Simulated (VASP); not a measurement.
# NiO in VASP: a series of runs

Runs on NiO. Level: r2SCAN. Tasks: single point.

Program: VASP 6.6.1. These are calculated values, not measurements. Logs are shortened: lines on timing, memory, paths and dates and some standing lists are left out, and cuts for length are marked.

## 1. The cell of the first run

The structure is tetragonal, space group I4/mmm (No. 139). The conventional cell has a = 2.948 Å, b = 2.948 Å, c = 4.272 Å, α = 90.00°, β = 90.00°, γ = 90.00°. Ni (site symmetry 4/mmm) has 6 O at 2.08 to 2.14 Å within 2.8 Å. Within 2.8 Å of O (site symmetry 4/mmm) lie 6 Ni at 2.08 to 2.14 Å.

## 2. Single point, r2SCAN, collinear spin, ferromagnetic start

POSCAR reads:

```
NiO
1.0
    2.0842720974      2.0842720974      0.0000000000
   -2.0842720974      2.0842720974      0.0000000000
    0.0000000000      0.0000000000      4.2723689339
Ni O
2 2
Direct
    0.0000000000      0.0000000000      0.0000000000
    0.5000000000      0.5000000000      0.5000000000
    0.5000000000      0.5000000000      0.0000000000
    0.0000000000      0.0000000000      0.5000000000
```

INCAR.step1 reads:

```
SYSTEM = NiO
  PREC = Accurate
  ENCUT = 520
  ISMEAR = 0
  SIGMA = 0.02
  LREAL = .FALSE.
  LASPH = .TRUE.
  NELM = 150
  ISPIN = 2
  MAGMOM = 1.83 1.83 0.31 0.31
  LMAXMIX = 4
  NBANDS = 28
  GGA = PE
  ALGO = Normal
  EDIFF = 1E-4
  LWAVE = .TRUE.
  LCHARG = .FALSE.
```

INCAR.step2 reads:

```
SYSTEM = NiO
  PREC = Accurate
  ENCUT = 520
  EDIFF = 1E-6
  ISMEAR = 0
  SIGMA = 0.02
  LREAL = .FALSE.
  LASPH = .TRUE.
  NELM = 150
  ALGO = Normal
  ISIF = 2
  LWAVE = .FALSE.
  LCHARG = .FALSE.
  ISPIN = 2
  MAGMOM = 1.83 1.83 0.31 0.31
  LORBIT = 11
  LMAXMIX = 4
  METAGGA = R2SCAN
  LMIXTAU = .TRUE.
  NBANDS = 28
  ISTART = 1
```

KPOINTS reads:

```
regular mesh
0
G
  10 10 8
  0 0 0
```

Potentials or basis: VASP PAW PBE potentials, release 64 (Ni, O).

Command:

```bash
> cat potpaw_PBE.64/Ni/POTCAR potpaw_PBE.64/O/POTCAR > POTCAR
> cp INCAR.step1 INCAR
> mpirun -np 1 vasp_std > vasp.out
> cp INCAR.step2 INCAR
> mpirun -np 1 vasp_std > vasp.out
```

OUTCAR:

```text
SYSTEM = NiO
   PREC = Accurate
   ENCUT = 520
   EDIFF = 1E-6
   ISMEAR = 0
   LREAL = .FALSE.
   LASPH = .TRUE.
   NELM = 150
   ISIF = 2
   ISPIN = 2
   LORBIT = 11
   METAGGA = R2SCAN
   ISTART = 1

 ion  position               nearest neighbor table
   1  0.000  0.000  0.000-   3 2.08   3 2.08   3 2.08   3 2.08   4 2.14   4 2.14   2 2.98   2 2.98
                             2 2.98   2 2.98   2 2.98   2 2.98   2 2.98   2 2.98
   2  0.500  0.500  0.500-   4 2.08   4 2.08   4 2.08   4 2.08   3 2.14   3 2.14   1 2.98   1 2.98
                             1 2.98   1 2.98   1 2.98   1 2.98   1 2.98   1 2.98
   3  0.500  0.500  0.000-   1 2.08   1 2.08   1 2.08   1 2.08   2 2.14   2 2.14
   4  0.000  0.000  0.500-   2 2.08   2 2.08   2 2.08   2 2.08   1 2.14   1 2.14

  LATTYP: Found a simple tetragonal cell.
 ALAT       =     2.9476058678
 C/A-ratio  =     1.4494369755

  Lattice vectors:

 A1 = (   2.0842720974,   2.0842720974,   0.0000000000)
 A2 = (  -2.0842720974,   2.0842720974,   0.0000000000)
 A3 = (   0.0000000000,   0.0000000000,   4.2723689339)

Analysis of symmetry for initial positions (statically):
=====================================================================
 Subroutine PRICEL returns following result:

  LATTYP: Found a body centered tetragonal cell.
 ALAT       =     2.9476058678
 C/A-ratio  =     1.4494369755
[... 12 lines left out ...]
 Subroutine GETGRP returns: Found 16 space group operations
 (whereof 16 operations were pure point group operations)
 out of a pool of 16 trial point group operations.

The static configuration has the point symmetry D_4h.

Analysis of symmetry for dynamics (positions and initial velocities):
=====================================================================
 Subroutine PRICEL returns following result:

  LATTYP: Found a body centered tetragonal cell.
 ALAT       =     2.9476058678
 C/A-ratio  =     1.4494369755
[... 12 lines left out ...]
 Subroutine GETGRP returns: Found 16 space group operations
 (whereof 16 operations were pure point group operations)
 out of a pool of 16 trial point group operations.

The dynamic configuration has the point symmetry D_4h.

Analysis of structural, dynamic, and magnetic symmetry:
=====================================================================
 Subroutine PRICEL returns following result:

  LATTYP: Found a body centered tetragonal cell.
 ALAT       =     2.9476058678
 C/A-ratio  =     1.4494369755
[... 12 lines left out ...]
 Subroutine GETGRP returns: Found 16 space group operations
 (whereof 16 operations were pure point group operations)
 out of a pool of 16 trial point group operations.

The overall configuration has the point symmetry D_4h.

 Subroutine INISYM returns: Found 16 space group operations
 (whereof 16 operations are pure point group operations),
 and found     2 'primitive' translations

----------------------------------------------------------------------------------------

                                     Primitive cell

  volume of cell :      18.5600

  direct lattice vectors                    reciprocal lattice vectors
     2.084272097  0.000000000 -2.136184467     0.239891903  0.239891903 -0.234062183
    -2.084272097  0.000000000 -2.136184467    -0.239891903  0.239891903 -0.234062183
     0.000000000  2.084272097  2.136184467     0.000000000  0.479783806  0.000000000

  length of vectors
     2.984539203  2.984539203  2.984539203     0.412166660  0.412166660  0.479783806

  position of ions in fractional coordinates (direct lattice)
     0.000000000  0.000000000  0.000000000
     0.500000000  0.500000000  0.000000000

  ion indices of the primitive-cell ions
   primitive index   ion index
                 1           1
                 2           4

----------------------------------------------------------------------------------------

 KPOINTS: regular mesh

Automatic generation of k-mesh.
 Grid dimensions read from file:
 generate k-points for:   10   10    8

 Generating k-lattice:

  Cartesian coordinates                     Fractional coordinates (reciprocal lattice)
     0.023989190  0.023989190  0.000000000     0.100000000  0.000000000  0.000000000
    -0.023989190  0.023989190  0.000000000     0.000000000  0.100000000  0.000000000
     0.000000000  0.000000000  0.029257773     0.000000000  0.000000000  0.125000000

  Length of vectors
     0.033925838  0.033925838  0.029257773

  Shift w.r.t. Gamma in fractional coordinates (k-lattice)
     0.000000000  0.000000000  0.000000000

 Subroutine IBZKPT returns following result:
 ===========================================

 Found    105 irreducible k-points:

 Following reciprocal coordinates:
            Coordinates               Weight
  0.000000  0.000000  0.000000      1.000000
  0.100000  0.000000  0.000000      4.000000
  0.200000  0.000000  0.000000      4.000000
  0.300000  0.000000  0.000000      4.000000
  0.400000  0.000000  0.000000      4.000000
  0.500000  0.000000  0.000000      2.000000
[... 16 lines left out ...]
  0.100000  0.000000  0.125000      8.000000
  0.200000  0.000000  0.125000      8.000000
 [... further k-points ...]
   k-points           NKPTS =    105   k-points in BZ     NKDIM =    105   number of bands    NBANDS=     28
   number of dos      NEDOS =    301   number of ions     NIONS =      4
   total plane-waves  NPLWV =  18432
   dimension x,y,z NGX =    24 NGY =   24 NGZ =   32
   dimension x,y,z NGXF=    48 NGYF=   48 NGZF=   64
   ions per type =               2   2
   NGX,Y,Z   is equivalent  to a cutoff of  13.54, 13.54, 12.45 a.u.
   NGXF,Y,Z  is equivalent  to a cutoff of  27.07, 27.07, 24.90 a.u.
 SYSTEM =  NiO
   PREC   = accura    normal or accurate (medium, high low for compatibility)
   ISTART =      1    job   : 0-new  1-cont  2-samecut
   ICHARG =      0    charge: 1-file 2-atom 10-const
   ISPIN  =      2    spin polarized calculation?
   LNONCOLLINEAR =      F non collinear calculations
   LSORBIT =      F    spin-orbit coupling
   LASPH  =      T    aspherical Exc in radial PAW
   ENCUT  =  520.0 eV  38.22 Ry    6.18 a.u.   5.48  5.48  7.94*2*pi/ulx,y,z
   NELM   =    150;   NELMIN=  2; NELMDL=  0     # of ELM steps
   EDIFF  = 0.1E-05   stopping-criterion for ELM
   LREAL  =      F    real-space projection
   EDIFFG = 0.1E-04   stopping-criterion for IOM
   NSW    =      0    number of steps for IOM
   IBRION =     -1    ionic relax: 0-MD 1-quasi-New 2-CG
   NFREE  =      0    steps in history (QN), initial steepest desc. (CG)
   ISIF   =      2    stress and relaxation
   ISYM   =      2    0-nonsym 1-usesym 2-fastsym
   POTIM  = 0.5000    time-step for ionic-motion
   TEBEG  =    0.0;   TEEND  =   0.0 temperature during run
   PSTRESS=    0.0 pullay stress
   NELECT =      32.0000    total number of electrons
   NUPDOWN=      -1.0000    fix difference up-down
   EMIN   =  10.00;   EMAX   =-10.00  energy-range for DOS
   EFERMI =   0.00;   METHOD = LEGACY
   ISMEAR =     0;   SIGMA  =   0.02  broadening in eV -4-tet -1-fermi 0-gaus
   EFERMI_NEDOS =   21; number of points for ismear=-14 and -15
   IALGO  =     38    algorithm
   IMIX   =      4    mixing-type and parameters
     AMIX     =   0.40;   BMIX     =  1.00
     AMIX_MAG =   1.60;   BMIX_MAG =  1.00
  volume/ion in A,a.u.               =       9.28        62.62
  Fermi-wavevector in a.u.,A,eV,Ry     =   1.558077  2.944339 33.029564  2.427604
  Thomas-Fermi vector in A             =   2.661634
   LORBIT       =     11    0 simple, 1 ext, 2 COOP (PROOUT), +10 PAW based schemes
   METAGGA = R2SCAN    functional components
   LHFCALC =     F    Hartree Fock is set to
   AEXX    =    0.0000 exact exchange contribution
   IVDW    =     0    specifies the selected vdW correction
   LEPSILON=     F    determine dielectric tensor
   LRPA    =     F    only Hartree local field effects (RPA)
 spin polarized calculation
 Gauss-broadening in eV      SIGMA  =   0.02
  energy-cutoff  :      520.00
  volume of cell :       37.12
 maximum number of plane-waves:      1020
 NGX is ok and might be reduce to    24
   NGX = 11   NGY = 11   NGZ = 15

 number of electron      31.9999958 magnetization       3.9999441

 Free energy of the ion-electron system (eV)
  ---------------------------------------------------
  ext. energy  EPLUGINS =         0.00000000
  ---------------------------------------------------
  free energy    TOTEN  =       -40.20817193 eV

  energy without entropy =      -40.20817193  energy(sigma->0) =      -40.20817193

 E-fermi :   7.4976     XC(G=0): -13.2868

 val. band max:        7.3135146169   @ k =   0.5000   0.0000   0.5000
 cond. band min:       7.9266352467   @ k =   0.0000   0.0000   0.0000
 fundamental gap:      0.6131206298
 Fermi energy:         7.4975512704

 spin component 1

 k-point     1 :       0.0000    0.0000    0.0000
  band No.  band energies     occupation
      1     -13.6717      1.00000
      2     -12.3847      1.00000
      3       0.5784      1.00000
      4       3.2440      1.00000
      5       3.2720      1.00000
      6       3.2720      1.00000
[... 733 lines left out ...]
     27      26.2415      0.00000
     28      28.3646      0.00000

 [... further k-points ...]

 spin component 2

 k-point     1 :       0.0000    0.0000    0.0000
  band No.  band energies     occupation
      1     -13.1401      1.00000
      2     -11.7189      1.00000
      3       1.0067      1.00000
      4       3.8655      1.00000
      5       3.8656      1.00000
      6       4.2311      1.00000
[... 733 lines left out ...]
     27      26.7741      0.00000
     28      28.7905      0.00000

 [... further k-points ...]
[... 5 lines left out ...]
  --------------------------------------------------------------------------------------
  -------------------------------------------------------------------------------------
  Total        0.0003800      0.0003800     -1.3719828      0.0000000      0.0000000      0.0000000
  in kB        0.0164004      0.0164004    -59.2177185      0.0000000      0.0000000      0.0000000
  external PRESSURE =     -19.7283059 kB  Pullay stress =       0.0000000 kB

 VOLUME and BASIS-vectors are now :
 -----------------------------------------------------------------------------
  energy-cutoff  :      520.00
  volume of cell :       37.12
      direct lattice vectors                 reciprocal lattice vectors
     2.084272097  2.084272097  0.000000000     0.239891903  0.239891903  0.000000000
    -2.084272097  2.084272097  0.000000000    -0.239891903  0.239891903  0.000000000
     0.000000000  0.000000000  4.272368934     0.000000000  0.000000000  0.234062183

 POSITION                                       TOTAL-FORCE (eV/Angst)
 -----------------------------------------------------------------------------------
      0.00000      0.00000      0.00000         0.000000      0.000000      0.000000
      0.00000      2.08427      2.13618        -0.000000     -0.000000      0.000000
      0.00000      2.08427      0.00000         0.000000     -0.000000     -0.000000
      0.00000      0.00000      2.13618        -0.000000      0.000000      0.000000
 -----------------------------------------------------------------------------------
    total drift:                                0.000000     -0.000000     -0.000000

  FREE ENERGIE OF THE ION-ELECTRON SYSTEM (eV)
  ---------------------------------------------------
  free  energy   TOTEN  =       -40.2081719317 eV

  energy  without entropy=      -40.2081719317  energy(sigma->0) =      -40.20817193

 total charge

# of ion       s       p       d       tot
------------------------------------------
    1        0.331   0.406   8.160   8.897
    2        0.331   0.406   8.160   8.897
    3        1.555   3.485   0.000   5.040
    4        1.555   3.485   0.000   5.040
--------------------------------------------------
tot          3.772   7.781  16.321  27.874

 magnetization (x)

# of ion       s       p       d       tot
------------------------------------------
    1        0.011   0.012   1.672   1.694
    2        0.011   0.012   1.672   1.694
    3        0.028   0.247   0.000   0.275
    4        0.028   0.247   0.000   0.275
--------------------------------------------------
tot          0.078   0.517   3.343   3.938
```

It took 9.5 min on 1 thread of Intel Xeon Platinum 8259CL at 2.50GHz (Skylake/Cascade Lake), shared host; peak memory 0.28 GiB.

Results:

- Free energy: -40.2082 eV
- Pressure: -2.0 GPa
- Band gap on the k mesh: 0.61 eV
- Net moment: 4.00 μB per cell
- Site moments: Ni +1.69; O +0.28 μB
- Valence electrons inside the program's atomic spheres: Ni 8.90; O 5.04

Stress tensor (GPa, compression positive):
```
 0.00  0.00  0.00
 0.00  0.00  0.00
 0.00  0.00 -5.92
```

Levels at points of the mesh, in eV from the valence-band top:
Spin up:
| k point | band 14 | band 15 | band 16 | band 17 | band 18 | band 19 | band 20 | band 21 | band 22 | band 23 |
| --- | --- | --- | --- | --- | --- | --- | --- | --- | --- | --- |
| (0.00, 0.00, 0.00) | -2.81 | -2.81 | -2.74 | -2.25 | -2.25 | 2.03 | 6.64 | 11.22 | 12.86 | 17.70 |
| (0.50, 0.00, 0.00) | -1.95 | -1.75 | -1.75 | -0.14 | -0.14 | 7.73 | 7.73 | 11.50 | 11.50 | 11.63 |
| (0.50, 0.50, 0.00) | -3.18 | -2.27 | -2.27 | -2.20 | -2.20 | 6.63 | 6.63 | 11.57 | 11.57 | 12.52 |
| (0.00, 0.00, 0.50) | -2.24 | -2.01 | -2.01 | -2.01 | -2.01 | 5.76 | 5.76 | 13.38 | 13.38 | 14.23 |
| (0.50, 0.00, 0.50) | -1.89 | -0.18 | -0.18 | 0.00 | 0.00 | 6.24 | 6.24 | 10.69 | 10.69 | 14.43 |
| (0.50, 0.50, 0.50) | -2.43 | -2.20 | -2.20 | -1.88 | -1.88 | 8.90 | 8.90 | 11.51 | 11.51 | 11.51 |
Spin down:
| k point | band 10 | band 11 | band 12 | band 13 | band 14 | band 15 | band 16 | band 17 | band 18 | band 19 |
| --- | --- | --- | --- | --- | --- | --- | --- | --- | --- | --- |
| (0.00, 0.00, 0.00) | -2.14 | -2.14 | -2.05 | -1.28 | -1.28 | 0.61 | 0.72 | 1.13 | 1.61 | 2.60 |
| (0.50, 0.00, 0.00) | -1.70 | -1.17 | -1.17 | -0.84 | -0.84 | 1.40 | 1.40 | 3.48 | 3.48 | 8.38 |
| (0.50, 0.50, 0.00) | -3.09 | -1.31 | -1.31 | -1.23 | -1.23 | 1.12 | 1.12 | 1.68 | 1.68 | 7.27 |
| (0.00, 0.00, 0.50) | -2.69 | -1.11 | -1.11 | -1.11 | -1.11 | 0.92 | 0.92 | 1.73 | 1.73 | 6.67 |
| (0.50, 0.00, 0.50) | -1.38 | -1.26 | -1.26 | -0.95 | -0.95 | 3.26 | 3.26 | 3.51 | 3.51 | 6.54 |
| (0.50, 0.50, 0.50) | -1.53 | -1.53 | -1.53 | -1.23 | -1.23 | 1.59 | 1.59 | 2.14 | 2.14 | 9.69 |

Caveat: the stress differs along the axes, from -6 to 0 GPa; semilocal functionals underestimate gaps, and a narrow one can read as zero; the PAW data sets were made with another functional, which shifts forces and pressure a little. A k mesh can miss the band edges.

## 3. Single point, r2SCAN, collinear spin, ferromagnetic start (uniaxial strain along c: +4.0 %)

POSCAR reads:

```
NiO
1.0
    2.0733555120      2.0733555120      0.0000000000
   -2.0733555120      2.0733555120      0.0000000000
    0.0000000000      0.0000000000      4.3561408738
Ni O
2 2
Direct
    0.0000000000      0.0000000000      0.0000000000
    0.5000000000      0.5000000000      0.5000000000
    0.5000000000      0.5000000000      0.0000000000
    0.0000000000      0.0000000000      0.5000000000
```

INCAR.step1 reads:

```
PREC = Accurate
ENCUT = 520
ISMEAR = 0
SIGMA = 0.02
LREAL = False
LASPH = True
NELM = 150
ISPIN = 2
MAGMOM = 1.84 1.84 0.31 0.31
LMAXMIX = 4
NBANDS = 28
GGA = PE
ALGO = Normal
EDIFF = 1E-4
LWAVE = True
LCHARG = False
```

INCAR.step2 reads:

```
PREC = Accurate
ENCUT = 520
EDIFF = 1E-6
ISMEAR = 0
SIGMA = 0.02
LREAL = False
LASPH = True
NELM = 150
ALGO = Normal
ISIF = 2
LWAVE = False
LCHARG = True
ISPIN = 2
MAGMOM = 1.84 1.84 0.31 0.31
LORBIT = 11
LMAXMIX = 4
METAGGA = R2SCAN
LMIXTAU = True
LELF = True
LVHAR = True
NBANDS = 28
ISTART = 1
```

KPOINTS reads:

```
Automatic mesh
0
Gamma
  10 10 8
```

Potentials or basis: VASP PAW PBE potentials, release 64 (Ni, O).

Command:

```bash
> cat potpaw_PBE.64/Ni/POTCAR potpaw_PBE.64/O/POTCAR > POTCAR
> cp INCAR.step1 INCAR
> mpirun -np 1 vasp_std > vasp.out
> cp INCAR.step2 INCAR
> mpirun -np 1 vasp_std > vasp.out
```

Run time: 7.3 min. Hardware: 1 thread of Intel Xeon Platinum 8259CL at 2.50GHz (Skylake/Cascade Lake), shared host; peak memory 0.29 GiB.

The run converged. Its results:

```yaml
Free_energy: -40.1712 eV
Pressure: -3.0 GPa
Band_gap_on_the_k_mesh: 0.45 eV
Net_moment: 4.00 μB per cell
Site_moments: Ni +1.70; O +0.27 μB
Valence_electrons_inside_the_program's_atomic_spheres: Ni 8.89; O 5.04
```

Stress tensor (GPa, compression positive):
```
  0.51   0.00   0.00
  0.00   0.51   0.00
  0.00   0.00 -10.06
```

Levels at points of the mesh, in eV from the valence-band top:
Spin up:
```csv
k point,band 15,band 16,band 17,band 18,band 19,band 20,band 21,band 22
"(0.00, 0.00, 0.00)",-2.89,-2.75,-2.35,-2.35,1.91,6.53,10.82,12.97
"(0.50, 0.00, 0.00)",-1.77,-1.77,-0.11,-0.11,7.65,7.65,11.09,11.09
"(0.50, 0.50, 0.00)",-2.39,-2.39,-2.25,-2.25,6.50,6.50,11.54,11.54
"(0.00, 0.00, 0.50)",-2.16,-2.16,-2.16,-2.16,5.50,5.50,12.91,12.91
"(0.50, 0.00, 0.50)",-0.37,-0.37,0.00,0.00,6.12,6.12,10.52,10.52
"(0.50, 0.50, 0.50)",-2.25,-2.25,-2.03,-2.03,8.62,8.62,11.48,11.48
```
Spin down:
```csv
k point,band 11,band 12,band 13,band 14,band 15,band 16,band 17,band 18
"(0.00, 0.00, 0.00)",-2.22,-2.05,-1.38,-1.38,0.45,0.68,1.05,1.48
"(0.50, 0.00, 0.00)",-1.21,-1.21,-0.85,-0.85,1.23,1.23,3.50,3.50
"(0.50, 0.50, 0.00)",-1.42,-1.42,-1.28,-1.28,1.02,1.02,1.62,1.62
"(0.00, 0.00, 0.50)",-1.26,-1.26,-1.26,-1.26,0.86,0.86,1.65,1.65
"(0.50, 0.00, 0.50)",-1.28,-1.28,-1.02,-1.02,3.02,3.02,3.52,3.52
"(0.50, 0.50, 0.50)",-1.70,-1.70,-1.28,-1.28,1.57,1.57,2.00,2.00
```

Caveat: the cell differs from its parent crystal (uniaxial strain along c: +4.0 %); the stress differs along the axes, from -10 to 1 GPa; semilocal functionals underestimate gaps, and a narrow one can read as zero; the PAW data sets were made with another functional, which shifts forces and pressure a little.

[end of part 1 of 2]
